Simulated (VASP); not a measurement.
## TmSb2Cl2: relaxation of cell and atoms with PBE

TmSb2Cl2:

```
Tm Sb Cl
1.0
     5.47429    0.00000    0.00000
    -2.73715    4.74088    0.00000
     0.00000    0.00000    6.97585
Tm Sb Cl
1 2 2
Direct
  0.00000 0.00000 0.50000
  0.66667 0.33333 0.56182
  0.33333 0.66667 0.43818
  0.66667 0.33333 0.19861
  0.33333 0.66667 0.80139
```

The cell was generated, and may not be a known phase.

```yaml
Program: VASP 6.6.1
Task: relaxation of cell and atoms
Functional: PBE
Potentials_or_basis: VASP PAW PBE potentials, release 64 (Tm_3, Sb, Cl), 4f in core
Cutoff: 500 eV
k_mesh: 12 × 12 × 6
Occupations: gaussian, width 0.1 eV
Spin: no spin polarisation
Dipole_correction: no
Further_INCAR_settings: ALGO = Normal; EDIFF = 1e-07; IBRION = 2; EDIFFG = -0.01; NSW = 100; ISIF = 3
```

```
Relaxed volume                        : 36.31 Å³/atom
Relaxed cell                          : a = 5.486 Å, b = 5.486 Å, c = 6.967 Å, α = 90.00°, β = 90.00°, γ = 120.00°
Space group after relaxing (to 0.1 Å) : P-3m1 (No. 164)
Energy gained by relaxing             : 0.1 meV/atom
Ionic steps                           : 2
Pressure after relaxing               : 0.0 GPa
Largest force after relaxing          : 0.005 eV/Å
Band gap on the k mesh                : zero (an odd number of electrons rules out a gap without spin polarisation)
```

Forces in eV/Å, atoms in the order of the input:
```
Tm   0.000  0.000  0.000
Sb   0.000  0.000  0.005
Sb   0.000  0.000 -0.005
Cl   0.000  0.000  0.001
Cl   0.000  0.000 -0.001
```

Step by step:
```tsv
step	energy change (eV)	largest force (eV/Å)	pressure (GPa)	volume (Å³)
1	0.0000	0.0277	0.09	181.04
2	-0.0006	0.0055	0.00	181.57
```

Final structure:
```yaml
crystal:
  lattice:
    - [5.48555, 0.00000, 0.00000]
    - [-2.74278, 4.75063, 0.00000]
    - [0.00000, 0.00000, 6.96741]
  atoms:
    - { symbol: Tm, position: [0.00000, 0.00000, 0.50000] }
    - { symbol: Sb, position: [0.66667, 0.33333, 0.56181] }
    - { symbol: Sb, position: [0.33333, 0.66667, 0.43819] }
    - { symbol: Cl, position: [0.66667, 0.33333, 0.19880] }
    - { symbol: Cl, position: [0.33333, 0.66667, 0.80120] }
```

Levels at points of the mesh, in eV from the Fermi level:
| k point | band 14 | band 15 | band 16 | band 17 | band 18 | band 19 | band 20 |
| --- | --- | --- | --- | --- | --- | --- | --- |
| (0.00, 0.00, 0.00) | -2.33 | -2.33 | -0.05 | -0.05 | 0.47 | 1.56 | 1.56 |
| (0.50, 0.00, 0.00) | -2.45 | -1.87 | -0.45 | 0.16 | 0.83 | 1.28 | 1.78 |
| (0.00, 0.00, 0.50) | -2.30 | -2.30 | -0.08 | -0.08 | 0.21 | 0.61 | 1.52 |
| (0.50, 0.00, 0.50) | -2.63 | -1.77 | -0.46 | -0.03 | 0.53 | 1.46 | 1.64 |

Wall time 13 min on 1 thread of Intel(R) Xeon(R) Platinum 8375C CPU @ 2.90GHz (Ice Lake), on a shared host, peak memory 0.57 GiB.

Caveat: spin-orbit coupling is left out, which moves the levels of the heavy elements; the 4f electrons are frozen in the core, so they carry no moment and show no levels; an odd number of electrons without spin polarisation forces a metal; a magnetic or distorted state may lie lower; the run has no spin polarisation, though such a crystal can be magnetic. With open d or f shells a metallic result of PBE can be an artefact of self-interaction; +U or a hybrid may open a gap.
